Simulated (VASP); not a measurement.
Set up this calculation in VASP 6.6.1, as the native input.

* Task: electric field gradients
* Functional: PBE
* Potentials or basis: VASP PAW PBE potentials, release 64 (Sn_d, O)
* Cutoff: 520 eV
* k mesh: 12 × 12 × 12
* Occupations: fermi-dirac, width 0.08 eV
* Spin: no spin polarisation
* Dipole correction: no
* Further INCAR settings: ALGO = Normal; EDIFF = 1e-08; NBANDS = 17

The structure of SnO (zincblende type) lies in POSCAR:

```
SnO
1.0
    0.0000000000      2.7005951184      2.7005951184
    2.7005951184      0.0000000000      2.7005951184
    2.7005951184      2.7005951184      0.0000000000
Sn O
1 1
Direct
    0.0000000000      0.0000000000      0.0000000000
    0.2500000000      0.2500000000      0.2500000000
```

This cell differs from its parent crystal: volume scaled by 0.96.

One way to write it, as run:

INCAR

```
SYSTEM = SnO
PREC = Accurate
ENCUT = 520
EDIFF = 1E-8
ISMEAR = -1
SIGMA = 0.08
LREAL = .FALSE.
LASPH = .TRUE.
NELM = 60
ALGO = Normal
ISIF = 2
LWAVE = .FALSE.
LCHARG = .FALSE.
GGA = PE
LEFG = .TRUE.
NBANDS = 17
```

KPOINTS

```
Automatic mesh
0
G
  12 12 12
  0 0 0
```

Potentials or basis: VASP PAW PBE potentials, release 64 (Sn_d, O).

Command:

```bash
$ cat potpaw_PBE.64/Sn_d/POTCAR potpaw_PBE.64/O/POTCAR > POTCAR
$ mpirun -np 1 vasp_std > vasp.out
```

Results of the run:

```yaml
Pressure: 2.7 GPa
Band_gap_on_the_k_mesh: zero (band 10 reaches 6.27 eV, above the bottom of band 11 at 6.09 eV)
```

Caveat: without QUAD_EFG the Cq values of the log hold for a quadrupole moment of 1 mb, not for the nuclei; spin-orbit coupling is left out, which moves the levels of the heavy elements.

Wall time 47 s on 1 thread of Intel Xeon 6975P-C, with other jobs on the host, peak memory 0.18 GiB.
